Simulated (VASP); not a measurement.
# AlNi (P4/mmm) in VASP: further runs

AlNi is run at these levels: PBE; tasks: single point.

Everything below comes from runs of VASP 6.6.1. Logs are shortened: lines on timing, memory, paths and dates and some standing lists are left out, and cuts for length are marked.

## 1. The cell of the first run

Symmetry: P4/mmm, No. 123, tetragonal system. Conventional cell: a = 2.937 Å, b = 2.937 Å, c = 3.055 Å, α = 90.00°, β = 90.00°, γ = 90.00°. Al (site symmetry 4/mmm) has 8 Ni at 2.58 Å and 6 Al at 2.94 to 3.06 Å within 3.4 Å. Ni (site symmetry 4/mmm) has 8 Al at 2.58 Å and 6 Ni at 2.94 to 3.06 Å within 3.4 Å.

## 2. Single point, PBE

The input, INCAR:

```
SYSTEM = AlNi
  PREC = Accurate
  ENCUT = 520
  EDIFF = 1E-6
  ISMEAR = 0
  SIGMA = 0.15
  LREAL = .FALSE.
  LASPH = .TRUE.
  NELM = 80
  ALGO = Fast
  ISIF = 2
  LWAVE = .FALSE.
  LCHARG = .FALSE.
  GGA = PE
  NBANDS = 14
```

The input, KPOINTS:

```
regular mesh
0
G
  16 16 16
  0 0 0
```

The input, POSCAR:

```
AlNi
1.0
    2.0766483773     -2.0766140125      0.0000000000
    2.0766483773      2.0766140125      0.0000000000
    0.0000000000      0.0000000000      3.0551000000
Al Ni
1 1
Direct
    0.0000000000      0.0000000000      0.0000000000
    0.5000000000      0.5000000000      0.5000000000
```

Potentials or basis: VASP PAW PBE potentials, release 64 (Al, Ni).

On the command line:

```bash
$ cat potpaw_PBE.64/Al/POTCAR potpaw_PBE.64/Ni/POTCAR > POTCAR
$ mpirun -np 1 vasp_std > vasp.out
```

OUTCAR:

```text
SYSTEM = AlNi
   PREC = Accurate
   ENCUT = 520
   EDIFF = 1E-6
   ISMEAR = 0
   LREAL = .FALSE.
   LASPH = .TRUE.
   NELM = 80
   ISIF = 2
   GGA = PE

 ion  position               nearest neighbor table
   1  0.000  0.000  0.000-   2 2.58   2 2.58   2 2.58   2 2.58   2 2.58   2 2.58   2 2.58   2 2.58

   2  0.500  0.500  0.500-   1 2.58   1 2.58   1 2.58   1 2.58   1 2.58   1 2.58   1 2.58   1 2.58

  LATTYP: Found a base centered orthorhombic cell.
 ALAT       =     4.1532280250
 B/A-ratio  =     1.0000165485
 C/A-ratio  =     0.7355965003

  Lattice vectors:

 A1 = (  -2.0766483773,  -2.0766140125,   0.0000000000)
 A2 = (   2.0766483773,  -2.0766140125,   0.0000000000)
 A3 = (   0.0000000000,   0.0000000000,   3.0551000000)

Analysis of symmetry for initial positions (statically):
=====================================================================
 Subroutine PRICEL returns:
 Original cell was already a primitive cell.

 Routine SETGRP: Setting up the symmetry group for a
 base centered orthorhombic supercell.

 Subroutine GETGRP returns: Found  8 space group operations
 (whereof  8 operations were pure point group operations)
 out of a pool of  8 trial point group operations.

The static configuration has the point symmetry D_2h.

Analysis of symmetry for dynamics (positions and initial velocities):
=====================================================================
 Subroutine PRICEL returns:
 Original cell was already a primitive cell.

 Routine SETGRP: Setting up the symmetry group for a
 base centered orthorhombic supercell.

 Subroutine GETGRP returns: Found  8 space group operations
 (whereof  8 operations were pure point group operations)
 out of a pool of  8 trial point group operations.

The dynamic configuration has the point symmetry D_2h.

 Subroutine INISYM returns: Found  8 space group operations
 (whereof  8 operations are pure point group operations),
 and found     1 'primitive' translations

----------------------------------------------------------------------------------------

                                     Primitive cell

  volume of cell :      26.3496

  direct lattice vectors                    reciprocal lattice vectors
     2.076648377 -2.076614012  0.000000000     0.240772586 -0.240776570  0.000000000
     2.076648377  2.076614012  0.000000000     0.240772586  0.240776570  0.000000000
     0.000000000  0.000000000  3.055100000     0.000000000  0.000000000  0.327321528

  length of vectors
     2.936800000  2.936800000  3.055100000     0.340506674  0.340506674  0.327321528

  position of ions in fractional coordinates (direct lattice)
     0.000000000  0.000000000  0.000000000
     0.500000000  0.500000000  0.500000000

  ion indices of the primitive-cell ions
   primitive index   ion index
                 1           1
                 2           2

----------------------------------------------------------------------------------------

 KPOINTS: regular mesh

Automatic generation of k-mesh.
 Grid dimensions read from file:
 generate k-points for:   16   16   16

 Generating k-lattice:

  Cartesian coordinates                     Fractional coordinates (reciprocal lattice)
     0.015048287 -0.015048536  0.000000000     0.062500000  0.000000000  0.000000000
     0.015048287  0.015048536  0.000000000     0.000000000  0.062500000  0.000000000
     0.000000000  0.000000000  0.020457595     0.000000000  0.000000000  0.062500000

  Length of vectors
     0.021281667  0.021281667  0.020457595

  Shift w.r.t. Gamma in fractional coordinates (k-lattice)
     0.000000000  0.000000000  0.000000000

 Subroutine IBZKPT returns following result:
 ===========================================

 Found    657 irreducible k-points:

 Following reciprocal coordinates:
            Coordinates               Weight
  0.000000  0.000000  0.000000      1.000000
  0.062500  0.000000  0.000000      4.000000
  0.125000  0.000000  0.000000      4.000000
  0.187500 -0.000000  0.000000      4.000000
  0.250000  0.000000  0.000000      4.000000
  0.312500  0.000000  0.000000      4.000000
[... 16 lines left out ...]
 -0.125000  0.062500  0.000000      4.000000
 -0.062500  0.062500  0.000000      2.000000
 [... further k-points ...]
   k-points           NKPTS =    657   k-points in BZ     NKDIM =    657   number of bands    NBANDS=     14
   number of dos      NEDOS =    301   number of ions     NIONS =      2
   total plane-waves  NPLWV =  13824
   dimension x,y,z NGX =    24 NGY =   24 NGZ =   24
   dimension x,y,z NGXF=    48 NGYF=   48 NGZF=   48
   ions per type =               1   1
   NGX,Y,Z   is equivalent  to a cutoff of  13.59, 13.59, 13.06 a.u.
   NGXF,Y,Z  is equivalent  to a cutoff of  27.17, 27.17, 26.12 a.u.
 SYSTEM =  AlNi
   PREC   = accura    normal or accurate (medium, high low for compatibility)
   ISTART =      0    job   : 0-new  1-cont  2-samecut
   ICHARG =      2    charge: 1-file 2-atom 10-const
   ISPIN  =      1    spin polarized calculation?
   LNONCOLLINEAR =      F non collinear calculations
   LSORBIT =      F    spin-orbit coupling
   LASPH  =      T    aspherical Exc in radial PAW
   ENCUT  =  520.0 eV  38.22 Ry    6.18 a.u.   5.46  5.46  5.68*2*pi/ulx,y,z
   NELM   =     80;   NELMIN=  2; NELMDL= -5     # of ELM steps
   EDIFF  = 0.1E-05   stopping-criterion for ELM
   LREAL  =      F    real-space projection
   EDIFFG = 0.1E-04   stopping-criterion for IOM
   NSW    =      0    number of steps for IOM
   IBRION =     -1    ionic relax: 0-MD 1-quasi-New 2-CG
   NFREE  =      0    steps in history (QN), initial steepest desc. (CG)
   ISIF   =      2    stress and relaxation
   ISYM   =      2    0-nonsym 1-usesym 2-fastsym
   POTIM  = 0.5000    time-step for ionic-motion
   TEBEG  =    0.0;   TEEND  =   0.0 temperature during run
   PSTRESS=    0.0 pullay stress
   NELECT =      13.0000    total number of electrons
   NUPDOWN=      -1.0000    fix difference up-down
   EMIN   =  10.00;   EMAX   =-10.00  energy-range for DOS
   EFERMI =   0.00;   METHOD = LEGACY
   ISMEAR =     0;   SIGMA  =   0.15  broadening in eV -4-tet -1-fermi 0-gaus
   EFERMI_NEDOS =   21; number of points for ismear=-14 and -15
   IALGO  =     68    algorithm
   IMIX   =      4    mixing-type and parameters
     AMIX     =   0.40;   BMIX     =  1.00
     AMIX_MAG =   1.60;   BMIX_MAG =  1.00
  volume/ion in A,a.u.               =      13.17        88.91
  Fermi-wavevector in a.u.,A,eV,Ry     =   1.293594  2.444538 22.767780  1.673385
  Thomas-Fermi vector in A             =   2.425229
   LORBIT       =      0    0 simple, 1 ext, 2 COOP (PROOUT), +10 PAW based schemes
   GGA     = PE    functional components
   LHFCALC =     F    Hartree Fock is set to
   AEXX    =    0.0000 exact exchange contribution
   IVDW    =     0    specifies the selected vdW correction
   LEPSILON=     F    determine dielectric tensor
   LRPA    =     F    only Hartree local field effects (RPA)
 non-spin polarized calculation
 RMM-DIIS sequential band-by-band and
 Gauss-broadening in eV      SIGMA  =   0.15
  energy-cutoff  :      520.00
  volume of cell :       26.35
 maximum number of plane-waves:       725
 NGX is ok and might be reduce to    24
   NGX = 11   NGY = 11   NGZ = 11

 number of electron      13.0000007 magnetization

 Free energy of the ion-electron system (eV)
  ---------------------------------------------------
  ext. energy  EPLUGINS =         0.00000000
  ---------------------------------------------------
  free energy    TOTEN  =       -10.45959982 eV

  energy without entropy =      -10.44965309  energy(sigma->0) =      -10.45462645

 E-fermi :   8.8019     XC(G=0): -11.5904

 val. band max:        8.7890539314   @ k =  -0.4375   0.3750   0.4375
 cond. band min:       8.8045447628   @ k =   0.3750   0.3750   0.5000
 fundamental gap:      0.0154908314
 Fermi energy:         8.8019050234

 k-point     1 :       0.0000    0.0000    0.0000
  band No.  band energies     occupation
      1      -1.6516      2.00000
      2       5.9905      2.00000
      3       6.0242      2.00000
      4       7.4200      2.00000
      5       7.4200      2.00000
      6       7.5116      2.00000
      7      13.0558      0.00000
      8      14.3461      0.00000
      9      14.3462      0.00000
     10      16.3750      0.00000
     11      16.7736      0.00000
     12      20.9668      0.00000
     13      28.3599      0.00000
     14      28.3634      0.00000

 k-point     2 :       0.0625    0.0000    0.0000
  band No.  band energies     occupation
      1      -1.5826      2.00000
      2       6.0006      2.00000
      3       6.0274      2.00000
      4       7.3863      2.00000
      5       7.4232      2.00000
      6       7.4845      2.00000
      7      13.1512      0.00000
      8      13.5455      0.00000
      9      14.4348      0.00000
     10      16.4355      0.00000
     11      17.3822      0.00000
     12      21.2824      0.00000
     13      27.4200      0.00000
     14      28.3720      0.00000

 k-point     3 :       0.1250    0.0000    0.0000
  band No.  band energies     occupation
      1      -1.3763      2.00000
      2       5.9916      2.00000
      3       6.0608      2.00000
      4       7.2939      2.00000
      5       7.4092      2.00000
      6       7.4323      2.00000
      7      12.1705      0.00000
      8      13.4294      0.00000
      9      14.6950      0.00000
     10      16.4836      0.00000
     11      18.2783      0.00000
     12      22.2726      0.00000
     13      25.8869      0.00000
     14      26.9107      0.00000

 k-point     4 :       0.1875   -0.0000    0.0000
  band No.  band energies     occupation
      1      -1.0348      2.00000
      2       5.9089      2.00000
      3       6.1275      2.00000
      4       7.1646      2.00000
      5       7.3017      2.00000
      6       7.4459      2.00000
      7      10.8227      0.00000
      8      13.8701      0.00000
      9      15.1122      0.00000
     10      16.5465      0.00000
     11      18.9459      0.00000
     12      23.8480      0.00000
     13      24.3459      0.00000
     14      25.4044      0.00000

 k-point     5 :       0.2500    0.0000    0.0000
  band No.  band energies     occupation
      1      -0.5616      2.00000
      2       5.6706      2.00000
      3       6.2092      2.00000
      4       7.0234      2.00000
      5       7.1819      2.00000
      6       7.4619      2.00000
      7       9.6935      0.00000
      8      14.4503      0.00000
      9      15.6688      0.00000
     10      16.6273      0.00000
     11      19.4939      0.00000
[... 276 lines left out ...]
 k-point    22 :      -0.1875    0.0625    0.0000
  band No.  band energies     occupation
      1      -0.9670      2.00000
      2       5.9286      2.00000
      3       6.1310      2.00000
      4       7.1677      2.00000
      5       7.2662      2.00000
      6       7.4172      2.00000
      7      10.8812      0.00000
      8      13.9596      0.00000
      9      14.2676      0.00000
     10      16.9198      0.00000
     11      19.5166      0.00000
     12      23.9329      0.00000
     13      24.3898      0.00000
     14      24.5192      0.00000

 k-point    23 :      -0.1250    0.0625    0.0000
  band No.  band energies     occupation
      1      -1.3079      2.00000
      2       6.0071      2.00000
      3       6.0632      2.00000
      4       7.2948      2.00000
      5       7.3770      2.00000
      6       7.4034      2.00000
      7      12.2231      0.00000
      8      13.5219      0.00000
      9      13.9072      0.00000
     10      16.7962      0.00000
     11      18.7948      0.00000
     12      22.4434      0.00000
     13      25.9253      0.00000
     14      26.0046      0.00000

 k-point    24 :      -0.0625    0.0625    0.0000
  band No.  band energies     occupation
      1      -1.5138      2.00000
      2       6.0142      2.00000
      3       6.0282      2.00000
      4       7.3790      2.00000
      5       7.4007      2.00000
      6       7.4559      2.00000
      7      13.2459      0.00000
      8      13.4692      0.00000
      9      13.7993      0.00000
     10      16.6497      0.00000
     11      17.8793      0.00000
     12      21.5539      0.00000
     13      27.4349      0.00000
     14      27.4668      0.00000

 [... further k-points ...]

------------------------ aborting loop because EDIFF is reached ----------------------------------------

  FORCE on cell =-STRESS in cart. coord.  units (eV):
  Direction    XX          YY          ZZ          XY          YZ          ZX
  --------------------------------------------------------------------------------------
  -------------------------------------------------------------------------------------
  Total       -1.7447099     -1.7442527     -2.0633266      0.0000000      0.0000000      0.0000000
  in kB     -106.0863823   -106.0585793   -125.4597433      0.0000000      0.0000000      0.0000000
  external PRESSURE =    -112.5349016 kB  Pullay stress =       0.0000000 kB

 VOLUME and BASIS-vectors are now :
 -----------------------------------------------------------------------------
  energy-cutoff  :      520.00
  volume of cell :       26.35
      direct lattice vectors                 reciprocal lattice vectors
     2.076648377 -2.076614012  0.000000000     0.240772586 -0.240776570  0.000000000
     2.076648377  2.076614012  0.000000000     0.240772586  0.240776570  0.000000000
     0.000000000  0.000000000  3.055100000     0.000000000  0.000000000  0.327321528

 POSITION                                       TOTAL-FORCE (eV/Angst)
 -----------------------------------------------------------------------------------
      0.00000      0.00000      0.00000        -0.000000      0.000000      0.000000
      2.07665      0.00000      1.52755         0.000000      0.000000      0.000000
 -----------------------------------------------------------------------------------
    total drift:                                0.000000     -0.000000     -0.000000

  FREE ENERGIE OF THE ION-ELECTRON SYSTEM (eV)
  ---------------------------------------------------
  free  energy   TOTEN  =       -10.4595998199 eV

  energy  without entropy=      -10.4496530862  energy(sigma->0) =      -10.45462645
```

It took 1.9 min on 1 thread of Intel Xeon 6975P-C, shared host; peak memory 0.35 GiB.

What came out:

```yaml
Free_energy: -10.4596 eV
Pressure: -11.3 GPa
Band_gap_on_the_k_mesh: zero (an odd number of electrons rules out a gap without spin polarisation)
```

Caveat: the cell stands under tension.

(Continued in part 2 of 2.)
